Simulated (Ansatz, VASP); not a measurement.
Ti: VASP beside Ansatz

File INCAR:

```
SYSTEM = Ti
ALGO = Fast
EDIFF = 1E-6
ENCUT = 520
GGA = PS
ISIF = 2
ISMEAR = 0
LASPH = .True.
LCHARG = .False.
LREAL = .False.
LWAVE = .False.
NBANDS = 19
NELM = 80
PREC = Accurate
SIGMA = 0.15
```

The input KPOINTS:

```
k-points
0
Gamma
  18 18 10
  0 0 0
```

Contents of POSCAR:

```
Ti
1.0
    3.1859976892      0.0000000000      0.0000000000
   -1.5929988446      2.7591549353      0.0000000000
    0.0000000000      0.0000000000      4.6860000000
Ti
2
Direct
    0.3333333333      0.6666666667      0.2500000000
    0.6666666667      0.3333333333      0.7500000000
```

Input for Ansatz:

```yaml
crystal:
  lattice:
    - [3.1859976892, 0.0, 0.0]
    - [-1.5929988446, 2.7591549353, 0.0]
    - [0.0, 0.0, 4.686]
  atoms:
    - { symbol: Ti, position: [0.3333333333, 0.6666666667, 0.25] }
    - { symbol: Ti, position: [0.6666666667, 0.3333333333, 0.75] }
basis:
  ecutwfc: 420
kpoints:
  mp_grid: { grid: [18, 18, 10] }
hamiltonian:
  xc: pbesol
scf:
  occupations: { method: gaussian, width: 0.15 }
output:
  forces: true
  stress: true
  eigenvalues: true
```

Change from the starting cell: strain +0.080 along x and y, +0.000 along z, atoms carried along.

Alike in both runs: task single point; functional PBEsol; k mesh 18 × 18 × 10; occupations gaussian, width 0.15 eV; no spin polarisation.

|  | VASP | Ansatz |
| --- | --- | --- |
| version | VASP 6.6.1 | Ansatz 0.2.0 |
| potentials or method | VASP PAW PBE potentials, release 64 (Ti_sv), cutoff 520 eV | scalar-relativistic, plane waves, PAW |
| valence electrons in the cell | 24 | 24 |

VASP gave:

```
gap on the k mesh at the Fermi level (eV)                     : none
pressure (GPa)                                                : -16.7
traceless stress, the component that is largest in VASP (GPa) : 3.20
```

**Question.** Which values does Ansatz return?

**Answer.** gap on the k mesh at the Fermi level (eV): none; pressure (GPa): -16.7; traceless stress, the component that is largest in VASP (GPa): 3.22.

VASP's potentials were made for PBE, not for PBEsol. A gap of «none» marks a metal or a gap that the smearing closes. With one functional, cell and mesh, what is left measures potentials, basis and numerics.
